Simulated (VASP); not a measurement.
## Be: single point with PBE

Be:

```
Be
1.0
     1.97194    0.00000    0.00000
    -0.98597    1.70775    0.00000
     0.00000    0.00000    3.15115
Be
2
Direct
  0.33333 0.66667 0.25000
  0.66667 0.33333 0.75000
```

```
Program                : VASP 6.6.1
Task                   : single point
Functional             : PBE
Potentials or basis    : VASP PAW PBE potentials, release 64 (Be)
Cutoff                 : 520 eV
k mesh                 : 24 × 24 × 14
Occupations            : fermi-dirac, width 0.1 eV
Spin                   : no spin polarisation
Dipole correction      : no
Further INCAR settings : ALGO = Fast; EDIFF = 1e-06; NBANDS = 9
```

- Pressure: 95.2 GPa
- Band gap on the k mesh: zero (band 2 reaches 11.92 eV, above the bottom of band 3 at 9.35 eV)

Levels at points of the mesh, in eV from the Fermi level:
| k point | band 1 | band 2 | band 3 | band 4 | band 5 | band 6 |
| --- | --- | --- | --- | --- | --- | --- |
| (0.00, 0.00, 0.00) | -13.56 | -6.27 | 2.55 | 22.18 | 22.18 | 25.82 |
| (0.50, 0.00, 0.00) | -6.62 | -3.45 | 4.70 | 8.02 | 9.76 | 12.96 |
| (0.00, 0.00, 0.50) | -11.19 | -11.19 | 13.98 | 13.98 | 24.41 | 24.41 |
| (0.50, 0.00, 0.50) | -4.95 | -4.95 | 3.16 | 3.16 | 16.38 | 16.38 |

Wall time 17 s on 1 thread of Intel(R) Xeon(R) Platinum 8488C (Sapphire Rapids), on a shared host, peak memory 0.15 GiB.
